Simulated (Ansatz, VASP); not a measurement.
# Ag: VASP beside Ansatz

The input INCAR:

```
SYSTEM = Ag
ALGO     = Fast           ! electronic algorithm
EDIFF    = 1E-7           ! SCF threshold, eV
ENCUT    = 520            ! plane-wave cutoff, eV
GGA      = PE             ! functional
ISIF     = 2              ! what is computed and relaxed
ISMEAR   = 0              ! smearing method
LASPH    = .True.         ! aspherical terms in the spheres
LCHARG   = .False.        ! write CHGCAR
LREAL    = .False.        ! projectors in reciprocal space
LWAVE    = .False.        ! write WAVECAR
NBANDS   = 36             ! bands
NELM     = 60             ! most SCF steps
PREC     = Accurate       ! precision mode
SIGMA    = 0.1            ! smearing width, eV
```

KPOINTS

```
k-points
0
Gamma
  6 6 2
  0 0 0
```

File POSCAR:

```
Ag
1.0
    2.7579540100      0.0000000000      0.0000000000
   -1.3789770000      2.3884582300      0.0000000000
    0.0000000000      0.0000000000     13.1967406600
Ag
5
Direct
    0.6666666700      0.3333333300      0.8000000000
    0.0000000000      0.0000000000      0.0000000000
    0.3333333300      0.6666666700      0.2000000000
    0.6666666700      0.3333333300      0.4000000000
    0.3333333300      0.6666666700      0.6000000000
```

Input for Ansatz:

```yaml
crystal:
  lattice:
    - [2.75795401, 0.0, 0.0]
    - [-1.378977, 2.38845823, 0.0]
    - [0.0, 0.0, 13.19674066]
  atoms:
    - { symbol: Ag, position: [0.66666667, 0.33333333, 0.8] }
    - { symbol: Ag, position: [0.0, 0.0, 0.0] }
    - { symbol: Ag, position: [0.33333333, 0.66666667, 0.2] }
    - { symbol: Ag, position: [0.66666667, 0.33333333, 0.4] }
    - { symbol: Ag, position: [0.33333333, 0.66666667, 0.6] }
basis:
  ecutwfc: 420
kpoints:
  mp_grid: { grid: [6, 6, 2] }
hamiltonian:
  xc: pbe
scf:
  occupations: { method: gaussian, width: 0.1 }
  lower_state_search: "off"
output:
  forces: true
  stress: true
  eigenvalues: true
```

Alike in both runs: task single point; functional PBE; k mesh 6 × 6 × 2; occupations gaussian, width 0.1 eV; no spin polarisation.

|  | VASP | Ansatz |
| --- | --- | --- |
| version | VASP 6.6.1 | Ansatz 0.2.0 |
| potentials or method | VASP PAW PBE potentials, release 64 (Ag), cutoff 520 eV | scalar-relativistic, plane waves, PAW |
| valence electrons in the cell | 55 | 95 |

```csv
,VASP,Ansatz,Ansatz less VASP
gap on the k mesh at the Fermi level (eV),none,none,-
pressure (GPa),6.5,6.7,+0.14
"traceless stress, the component that is largest in VASP (GPa)",-14.44,-14.51,-0.071
rms of the force components (eV/Å),0.005,0.005,+0.0006
```

Atom by atom the forces differ by 0.001 eV/Å (rms over components). A gap of «none» marks a metal or a gap that the smearing closes. VASP's potentials hold 55 valence electrons a cell and Ansatz's 95, so a difference there can come from the potentials and not from the codes.

The k mesh is coarse, so the values compare programs but aren't converged.
